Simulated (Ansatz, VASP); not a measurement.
AlPt in VASP and in Ansatz

Contents of INCAR:

```
ALGO = Fast ; EDIFF = 1E-6
ENCUT = 520 ; GGA = PS
ISIF = 2 ; ISMEAR = 0
LASPH = T ; LCHARG = F
LREAL = F ; LWAVE = F
NBANDS = 14 ; NELM = 80
PREC = Accurate ; SIGMA = 0.15
```

KPOINTS

```
k-points
0
Gamma
  16 16 16
```

POSCAR

```
AlPt
1.0
    3.0915460000      0.0000000000      0.0000000000
    0.0000000000      3.0915460000      0.0000000000
    0.0000000000      0.0000000000      3.0915460000
Al Pt
1 1
Direct
   -0.1010821123      0.0000000000      0.0000000000
    0.5000000000      0.5000000000      0.5000000000
```

Input for Ansatz:

```yaml
crystal:
  lattice:
    - [3.091546, 0.0, 0.0]
    - [0.0, 3.091546, 0.0]
    - [0.0, 0.0, 3.091546]
  atoms:
    - { symbol: Al, position: [-0.1010821123, 0.0, 0.0] }
    - { symbol: Pt, position: [0.5, 0.5, 0.5] }
basis:
  ecutwfc: 420
kpoints:
  mp_grid: { grid: [16, 16, 16] }
hamiltonian:
  xc: pbesol
scf:
  occupations: { method: gaussian, width: 0.15 }
output:
  forces: true
  stress: true
  eigenvalues: true
```

Change from the starting cell: all Al atoms moved +0.312 Å, as atom 1 towards its neighbour atom 1 (Al) at 3.092 Å.

Alike in both runs: task single point; functional PBEsol; k mesh 16 × 16 × 16; occupations gaussian, width 0.15 eV; no spin polarisation.

```csv
,VASP,Ansatz
version,VASP 6.6.1,Ansatz 0.2.0
potentials or method,"VASP PAW PBE potentials, release 64 (Al, Pt), cutoff 520 eV","scalar-relativistic, plane waves, PAW"
valence electrons in the cell,13,21
```

VASP gave:

- gap on the k mesh at the Fermi level (eV): none
- pressure (GPa): 0.1
- traceless stress, the component that is largest in VASP (GPa): -2.53
- rms of the force components (eV/Å): 0.702

Which values does Ansatz return?

gap on the k mesh at the Fermi level (eV): none; pressure (GPa): 0.1; traceless stress, the component that is largest in VASP (GPa): -2.50; rms of the force components (eV/Å): 0.694.

VASP's potentials were made for PBE, not for PBEsol. Atom by atom the forces differ by 0.008 eV/Å (rms over components). A gap of «none» marks a metal or a gap that the smearing closes. VASP's potentials hold 13 valence electrons a cell and Ansatz's 21, so a difference there can come from the potentials and not from the codes.

Neither program's run includes spin-orbit coupling.
